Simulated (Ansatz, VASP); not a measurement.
**CsPbCl3 in VASP and in Ansatz**

Contents of INCAR:

```
SYSTEM = CsPbCl3
PREC = Accurate
ENCUT = 520
EDIFF = 1E-6
ISMEAR = -1
SIGMA = 0.05
LREAL = .FALSE.
LASPH = .TRUE.
NELM = 100
ALGO = Normal
ISIF = 2
LWAVE = .FALSE.
LCHARG = .FALSE.
GGA = PS
NBANDS = 30
```

KPOINTS

```
regular mesh
0
G
  4 4 4
  0 0 0
```

File POSCAR:

```
CsPbCl3
1.0
    5.6050000000      0.0000000000      0.0000000000
    0.0000000000      5.6050000000      0.0000000000
    0.0000000000      0.0000000000      5.7171000000
Pb Cs Cl
1 1 3
Direct
    0.5000000000      0.5000000000      0.5000000000
    0.0000000000      0.0000000000      0.0000000000
    0.5000000000      0.0000000000      0.5000000000
    0.0000000000      0.5000000000      0.5000000000
    0.5000000000      0.5000000000      0.0000000000
```

input.yaml

```yaml
crystal:
  lattice:
    - [5.605, 0.0, 0.0]
    - [0.0, 5.605, 0.0]
    - [0.0, 0.0, 5.7171]
  atoms:
    - { symbol: Pb, position: [0.5, 0.5, 0.5] }
    - { symbol: Cs, position: [0.0, 0.0, 0.0] }
    - { symbol: Cl, position: [0.5, 0.0, 0.5] }
    - { symbol: Cl, position: [0.0, 0.5, 0.5] }
    - { symbol: Cl, position: [0.5, 0.5, 0.0] }
hamiltonian:
  xc: pbesol
  pseudopotentials: { kind: paw }
kpoints:
  mp_grid: { grid: [4, 4, 4] }
  band_path:
    path:
      - [[0.0, 0.0, 0.0], [0.0, 0.5, 0.0], [0.5, 0.5, 0.0], [0.0, 0.0, 0.0], [0.0, 0.0, 0.5], [0.0, 0.5, 0.5], [0.5, 0.5, 0.5], [0.0, 0.0, 0.5]]
      - [[0.0, 0.5, 0.0], [0.0, 0.5, 0.5]]
      - [[0.5, 0.5, 0.0], [0.5, 0.5, 0.5]]
    npoints: 14
scf:
  occupations: { method: fermi_dirac, width: 0.05 }
  n_extra_bands: 12
output:
  forces: true
  stress: true
  eigenvalues: true
  fatbands: false
  write_density: true
  write_potential: true
  elf: true
  volumetric_format: npy
```

Alike in both runs: functional PBEsol; k mesh 4 × 4 × 4; occupations fermi-dirac, width 0.05 eV; no spin polarisation.

```csv
,VASP,Ansatz
version,VASP 6.6.1,Ansatz 0.2.0
potentials or method,"VASP PAW PBE potentials, release 64 (Pb_d, Cs_sv, Cl)",Ansatz PAW
plane-wave cutoff (eV),520,420
valence electrons in the cell,44,44
task,single point,band structure
```

Ansatz gave:

```
gap on the k mesh at the Fermi level (eV)                     : 1.78
least direct gap on the mesh (eV)                             : 1.78
pressure (GPa)                                                : -0.2
traceless stress, the component that is largest in VASP (GPa) : -0.63
```

Estimate VASP's values.

gap on the k mesh at the Fermi level (eV): 1.79; least direct gap on the mesh (eV): 1.79; pressure (GPa): -0.2; traceless stress, the component that is largest in VASP (GPa): -0.63.

VASP's potentials were made for PBE, not for PBEsol. The functional is the same, so the differences come from potentials, cutoffs and numerics.

Spin-orbit coupling is off throughout.
